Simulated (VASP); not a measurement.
# B3O4 (I-43d) in VASP: a series of runs

B3O4 is run at these levels: PBE; tasks: single point, relaxation of cell and atoms.

All numbers are computed with VASP 6.6.1; they aren't measurements. Logs are shortened: lines on timing, memory, paths and dates and some standing lists are left out, and cuts for length are marked.

## (1) The cell of the first run

The structure is cubic, space group I-43d (No. 220). Conventional cell: a = 5.707 Å, b = 5.707 Å, c = 5.707 Å, α = 90.00°, β = 90.00°, γ = 90.00°. Within 2.1 Å of B (site symmetry -4) lie 4 O at 1.54 Å. O (site symmetry 3) has 3 B at 1.54 Å within 2.1 Å.

## (2) Single point, PBE

Contents of INCAR:

```
SYSTEM = B3O4
  PREC = Accurate
  ENCUT = 520
  EDIFF = 1E-6
  ISMEAR = 0
  SIGMA = 0.1
  LREAL = .FALSE.
  LASPH = .TRUE.
  NELM = 100
  ALGO = Normal
  ISIF = 2
  LWAVE = .FALSE.
  LCHARG = .FALSE.
  GGA = PE
  NBANDS = 46
```

Contents of KPOINTS:

```
Automatic mesh
0
G
  10 10 10
  0 0 0
```

Contents of POSCAR:

```
B3O4
1.0
   -2.8537258286      2.8537258286      2.8537258286
    2.8537258286     -2.8537258286      2.8537258286
    2.8537258286      2.8537258286     -2.8537258286
B O
6 8
Direct
    0.6250000000      0.7500000000      0.3750000000
    0.7500000000      0.3750000000      0.6250000000
    0.2500000000      0.1250000000      0.8750000000
    0.3750000000      0.6250000000      0.7500000000
    0.1250000000      0.8750000000      0.2500000000
    0.8750000000      0.2500000000      0.1250000000
    0.5000000000      0.0000000000      0.9297650956
    0.4297650956      0.5000000000      0.0000000000
    0.0000000000      0.4297650956      0.5000000000
    0.0702349044      0.0702349044      0.0702349044
    0.0000000000      0.9297650956      0.5000000000
    0.5702349044      0.5702349044      0.5702349044
    0.9297650956      0.5000000000      0.0000000000
    0.5000000000      0.0000000000      0.4297650956
```

Potentials or basis: VASP PAW PBE potentials, release 64 (B, O).

Command:

```console
cat potpaw_PBE.64/B/POTCAR potpaw_PBE.64/O/POTCAR > POTCAR
mpirun -np 1 vasp_std > vasp.out
```

OUTCAR:

```text
SYSTEM = B3O4
   PREC = Accurate
   ENCUT = 520
   EDIFF = 1E-6
   ISMEAR = 0
   LREAL = .FALSE.
   LASPH = .TRUE.
   NELM = 100
   ISIF = 2
   GGA = PE

 ion  position               nearest neighbor table
   1  0.625  0.750  0.375-   8 1.54  11 1.54  12 1.54  14 1.54
   2  0.750  0.375  0.625-   9 1.54  12 1.54  13 1.54  14 1.54
   3  0.250  0.125  0.875-   7 1.54   8 1.54  10 1.54  11 1.54
   4  0.375  0.625  0.750-   7 1.54   8 1.54   9 1.54  12 1.54
   5  0.125  0.875  0.250-  10 1.54  11 1.54  13 1.54  14 1.54
   6  0.875  0.250  0.125-   7 1.54   9 1.54  10 1.54  13 1.54
   7  0.500  0.000  0.930-   3 1.54   4 1.54   6 1.54
   8  0.430  0.500  0.000-   1 1.54   3 1.54   4 1.54
   9  0.000  0.430  0.500-   2 1.54   4 1.54   6 1.54
  10  0.070  0.070  0.070-   3 1.54   5 1.54   6 1.54
  11  0.000  0.930  0.500-   1 1.54   3 1.54   5 1.54
  12  0.570  0.570  0.570-   1 1.54   2 1.54   4 1.54
  13  0.930  0.500  0.000-   2 1.54   5 1.54   6 1.54
  14  0.500  0.000  0.430-   1 1.54   2 1.54   5 1.54

  LATTYP: Found a body centered cubic cell.
 ALAT       =     5.7074516572

  Lattice vectors:

 A1 = (  -2.8537258286,   2.8537258286,   2.8537258286)
 A2 = (   2.8537258286,  -2.8537258286,   2.8537258286)
 A3 = (   2.8537258286,   2.8537258286,  -2.8537258286)

Analysis of symmetry for initial positions (statically):
=====================================================================
 Subroutine PRICEL returns:
 Original cell was already a primitive cell.

 Routine SETGRP: Setting up the symmetry group for a
 body centered cubic supercell.

 Subroutine GETGRP returns: Found 24 space group operations
 (whereof  3 operations were pure point group operations)
 out of a pool of 48 trial point group operations.

The static configuration has the point symmetry C_3 .
 The point group associated with its full space group is T_d .

Analysis of symmetry for dynamics (positions and initial velocities):
=====================================================================
 Subroutine PRICEL returns:
 Original cell was already a primitive cell.

 Routine SETGRP: Setting up the symmetry group for a
 body centered cubic supercell.

 Subroutine GETGRP returns: Found 24 space group operations
 (whereof  3 operations were pure point group operations)
 out of a pool of 48 trial point group operations.

The dynamic configuration has the point symmetry C_3 .
 The point group associated with its full space group is T_d .

 Subroutine INISYM returns: Found 24 space group operations
 (whereof  3 operations are pure point group operations),
 and found     1 'primitive' translations

----------------------------------------------------------------------------------------

                                     Primitive cell

  volume of cell :      92.9601

  direct lattice vectors                    reciprocal lattice vectors
    -2.853725829  2.853725829  2.853725829     0.000000000  0.175209544  0.175209544
     2.853725829 -2.853725829  2.853725829     0.175209544  0.000000000  0.175209544
     2.853725829  2.853725829 -2.853725829     0.175209544  0.175209544  0.000000000

  length of vectors
     4.942798126  4.942798126  4.942798126     0.247783713  0.247783713  0.247783713

  position of ions in fractional coordinates (direct lattice)
     0.625000000  0.750000000  0.375000000
     0.750000000  0.375000000  0.625000000
     0.250000000  0.125000000  0.875000000
     0.375000000  0.625000000  0.750000000
     0.125000000  0.875000000  0.250000000
     0.875000000  0.250000000  0.125000000
     0.500000000  0.000000000  0.929765096
     0.429765096  0.500000000  0.000000000
     0.000000000  0.429765096  0.500000000
     0.070234904  0.070234904  0.070234904
     0.000000000  0.929765096  0.500000000
     0.570234904  0.570234904  0.570234904
     0.929765096  0.500000000  0.000000000
     0.500000000  0.000000000  0.429765096

  ion indices of the primitive-cell ions
   primitive index   ion index
                 1           1
                 2           2
                 3           3
                 4           4
                 5           5
                 6           6
                 7           7
                 8           8
                 9           9
                10          10
                11          11
                12          12
                13          13
                14          14

----------------------------------------------------------------------------------------

 KPOINTS: Automatic mesh

Automatic generation of k-mesh.
 Grid dimensions read from file:
 generate k-points for:   10   10   10

 Generating k-lattice:

  Cartesian coordinates                     Fractional coordinates (reciprocal lattice)
     0.000000000  0.017520954  0.017520954     0.100000000  0.000000000  0.000000000
     0.017520954  0.000000000  0.017520954     0.000000000  0.100000000  0.000000000
     0.017520954  0.017520954  0.000000000     0.000000000  0.000000000  0.100000000

  Length of vectors
     0.024778371  0.024778371  0.024778371

  Shift w.r.t. Gamma in fractional coordinates (k-lattice)
     0.000000000  0.000000000  0.000000000

 Subroutine IBZKPT returns following result:
 ===========================================

 Found     47 irreducible k-points:

 Following reciprocal coordinates:
            Coordinates               Weight
  0.000000  0.000000  0.000000      1.000000
  0.100000  0.000000  0.000000     12.000000
  0.200000  0.000000  0.000000     12.000000
  0.300000  0.000000  0.000000     12.000000
  0.400000  0.000000  0.000000     12.000000
  0.500000  0.000000  0.000000      6.000000
[... 16 lines left out ...]
  0.300000  0.300000  0.100000      8.000000
 -0.300000  0.300000  0.100000     24.000000
 [... further k-points ...]
   k-points           NKPTS =     47   k-points in BZ     NKDIM =     47   number of bands    NBANDS=     46
   number of dos      NEDOS =    301   number of ions     NIONS =     14
   total plane-waves  NPLWV =  64000
   dimension x,y,z NGX =    40 NGY =   40 NGZ =   40
   dimension x,y,z NGXF=    80 NGYF=   80 NGZF=   80
   ions per type =               6   8
   NGX,Y,Z   is equivalent  to a cutoff of  13.45, 13.45, 13.45 a.u.
   NGXF,Y,Z  is equivalent  to a cutoff of  26.91, 26.91, 26.91 a.u.
 SYSTEM =  B3O4
   PREC   = accura    normal or accurate (medium, high low for compatibility)
   ISTART =      0    job   : 0-new  1-cont  2-samecut
   ICHARG =      2    charge: 1-file 2-atom 10-const
   ISPIN  =      1    spin polarized calculation?
   LNONCOLLINEAR =      F non collinear calculations
   LSORBIT =      F    spin-orbit coupling
   LASPH  =      T    aspherical Exc in radial PAW
   ENCUT  =  520.0 eV  38.22 Ry    6.18 a.u.   9.19  9.19  9.19*2*pi/ulx,y,z
   NELM   =    100;   NELMIN=  2; NELMDL= -5     # of ELM steps
   EDIFF  = 0.1E-05   stopping-criterion for ELM
   LREAL  =      F    real-space projection
[... 7 lines left out ...]
   TEBEG  =    0.0;   TEEND  =   0.0 temperature during run
   PSTRESS=    0.0 pullay stress
   NELECT =      66.0000    total number of electrons
   NUPDOWN=      -1.0000    fix difference up-down
   EMIN   =  10.00;   EMAX   =-10.00  energy-range for DOS
   EFERMI =   0.00;   METHOD = LEGACY
   ISMEAR =     0;   SIGMA  =   0.10  broadening in eV -4-tet -1-fermi 0-gaus
   EFERMI_NEDOS =   21; number of points for ismear=-14 and -15
   IALGO  =     38    algorithm
   IMIX   =      4    mixing-type and parameters
     AMIX     =   0.40;   BMIX     =  1.00
     AMIX_MAG =   1.60;   BMIX_MAG =  1.00
  volume/ion in A,a.u.               =       6.64        44.81
  Fermi-wavevector in a.u.,A,eV,Ry     =   1.460463  2.759875 29.020577  2.132952
  Thomas-Fermi vector in A             =   2.576910
   LORBIT       =      0    0 simple, 1 ext, 2 COOP (PROOUT), +10 PAW based schemes
   GGA     = PE    functional components
   LHFCALC =     F    Hartree Fock is set to
   AEXX    =    0.0000 exact exchange contribution
   IVDW    =     0    specifies the selected vdW correction
   LEPSILON=     F    determine dielectric tensor
   LRPA    =     F    only Hartree local field effects (RPA)
 non-spin polarized calculation
 Gauss-broadening in eV      SIGMA  =   0.10
  energy-cutoff  :      520.00
  volume of cell :       92.96
 maximum number of plane-waves:      2528
 NGX is ok and might be reduce to    40
   NGX = 19   NGY = 19   NGZ = 19

 number of electron      65.9999997 magnetization

 Free energy of the ion-electron system (eV)
  ---------------------------------------------------
  ext. energy  EPLUGINS =         0.00000000
  ---------------------------------------------------
  free energy    TOTEN  =       -99.15896615 eV

  energy without entropy =      -99.12973407  energy(sigma->0) =      -99.14435011

 E-fermi :  12.2578     XC(G=0): -12.2322

 val. band max:       12.2308319838   @ k =  -0.4000   0.5000   0.3000
 cond. band min:      12.2583975045   @ k =   0.1000   0.1000   0.0000
 fundamental gap:      0.0275655207
 Fermi energy:        12.2578240187

 k-point     1 :       0.0000    0.0000    0.0000
  band No.  band energies     occupation
      1     -17.2591      2.00000
      2     -14.3174      2.00000
      3     -14.3174      2.00000
      4     -14.3174      2.00000
      5     -14.1513      2.00000
      6     -14.1513      2.00000
[... 37 lines left out ...]
     44      14.8631      0.00000
     45      18.0053      0.00000

 k-point     2 :       0.1000    0.0000    0.0000
  band No.  band energies     occupation
      1     -17.2078      2.00000
      2     -14.4270      2.00000
      3     -14.3749      2.00000
      4     -14.3722      2.00000
      5     -14.1449      2.00000
      6     -14.1298      2.00000
[... 37 lines left out ...]
     44      15.0472      0.00000
     45      17.7823      0.00000

 k-point     3 :       0.2000    0.0000    0.0000
  band No.  band energies     occupation
      1     -17.0554      2.00000
      2     -14.7357      2.00000
      3     -14.4685      2.00000
      4     -14.4645      2.00000
      5     -14.1297      2.00000
      6     -14.0979      2.00000
[... 37 lines left out ...]
     44      15.6758      0.00000
     45      17.1777      0.00000

 k-point     4 :       0.3000    0.0000    0.0000
  band No.  band energies     occupation
      1     -16.8073      2.00000
      2     -15.1563      2.00000
      3     -14.5515      2.00000
      4     -14.5491      2.00000
      5     -14.1131      2.00000
      6     -14.0830      2.00000
[... 901 lines left out ...]
     44      15.8962      0.00000
     45      16.8790      0.00000

 k-point    23 :       0.3000    0.3000    0.1000
  band No.  band energies     occupation
      1     -15.7015      2.00000
      2     -15.7015      2.00000
      3     -15.6843      2.00000
      4     -15.0024      2.00000
      5     -13.7141      2.00000
      6     -13.7141      2.00000
[... 37 lines left out ...]
     44      14.9999      0.00000
     45      16.8541      0.00000

 k-point    24 :      -0.3000    0.3000    0.1000
  band No.  band energies     occupation
      1     -16.7582      2.00000
      2     -15.1213      2.00000
      3     -14.6236      2.00000
      4     -14.5992      2.00000
      5     -14.2054      2.00000
      6     -13.9763      2.00000
[... 37 lines left out ...]
     44      16.0997      0.00000
     45      16.5873      0.00000

 [... further k-points ...]

 [bands above 45 left out]

------------------------ aborting loop because EDIFF is reached ----------------------------------------

  FORCE on cell =-STRESS in cart. coord.  units (eV):
  Direction    XX          YY          ZZ          XY          YZ          ZX
  --------------------------------------------------------------------------------------
  -------------------------------------------------------------------------------------
  Total        0.1262665      0.1262665      0.1262665      0.0000000     -0.0000000      0.0000000
  in kB        2.1762162      2.1762162      2.1762162      0.0000000     -0.0000000      0.0000000
  external PRESSURE =       2.1762162 kB  Pullay stress =       0.0000000 kB

 VOLUME and BASIS-vectors are now :
 -----------------------------------------------------------------------------
  energy-cutoff  :      520.00
  volume of cell :       92.96
      direct lattice vectors                 reciprocal lattice vectors
    -2.853725829  2.853725829  2.853725829     0.000000000  0.175209544  0.175209544
     2.853725829 -2.853725829  2.853725829     0.175209544  0.000000000  0.175209544
     2.853725829  2.853725829 -2.853725829     0.175209544  0.175209544  0.000000000

 POSITION                                       TOTAL-FORCE (eV/Angst)
 -----------------------------------------------------------------------------------
      1.42686      0.71343      2.85373        -0.000000      0.000000     -0.000000
      0.71343      2.85373      1.42686        -0.000000      0.000000      0.000000
      2.14029      2.85373     -1.42686        -0.000000      0.000000      0.000000
      2.85373      1.42686      0.71343        -0.000000      0.000000     -0.000000
      2.85373     -1.42686      2.14029        -0.000000      0.000000     -0.000000
     -1.42686      2.14029      2.85373        -0.000000      0.000000     -0.000000
      1.22643      4.08016     -1.22643         0.000504      0.000504     -0.000504
      0.20043     -0.20043      2.65329        -0.000504      0.000504      0.000504
      2.65329      0.20043     -0.20043         0.000504     -0.000504      0.000504
      0.20043      0.20043      0.20043        -0.000504     -0.000504     -0.000504
      4.08016     -1.22643      1.22643         0.000504     -0.000504      0.000504
      1.62729      1.62729      1.62729        -0.000504     -0.000504     -0.000504
     -1.22643      1.22643      4.08016        -0.000504      0.000504      0.000504
     -0.20043      2.65329      0.20043         0.000504      0.000504     -0.000504
 -----------------------------------------------------------------------------------
    total drift:                               -0.000002     -0.000002     -0.000003

  FREE ENERGIE OF THE ION-ELECTRON SYSTEM (eV)
  ---------------------------------------------------
  free  energy   TOTEN  =       -99.1589661547 eV

  energy  without entropy=      -99.1297340684  energy(sigma->0) =      -99.14435011
```

Wall time 4.2 min (1 thread of Intel Xeon Platinum 8175M at 2.50GHz (Skylake/Cascade Lake), shared host); peak memory 0.31 GiB.

What came out:

| Quantity | Value |
| --- | --- |
| Free energy | -99.1590 eV |
| Pressure | 0.2 GPa |
| Band gap on the k mesh | zero (band 33 reaches 13.56 eV, above the bottom of band 34 at 11.83 eV) |

Levels at points of the mesh, in eV from the Fermi level:
| k point | band 30 | band 31 | band 32 | band 33 | band 34 | band 35 | band 36 | band 37 |
| --- | --- | --- | --- | --- | --- | --- | --- | --- |
| (0.00, 0.00, 0.00) | -7.86 | -7.86 | -7.86 | -0.71 | 0.04 | 0.04 | 0.04 | 0.72 |
| (0.50, 0.00, 0.00) | -9.08 | -7.79 | -7.79 | 0.51 | 0.51 | 0.56 | 0.56 | 1.56 |
| (0.50, 0.50, 0.50) | -9.60 | -9.33 | -9.33 | 0.30 | 0.30 | 0.30 | 0.30 | 0.30 |

(Part 1 of 2 ends here.)
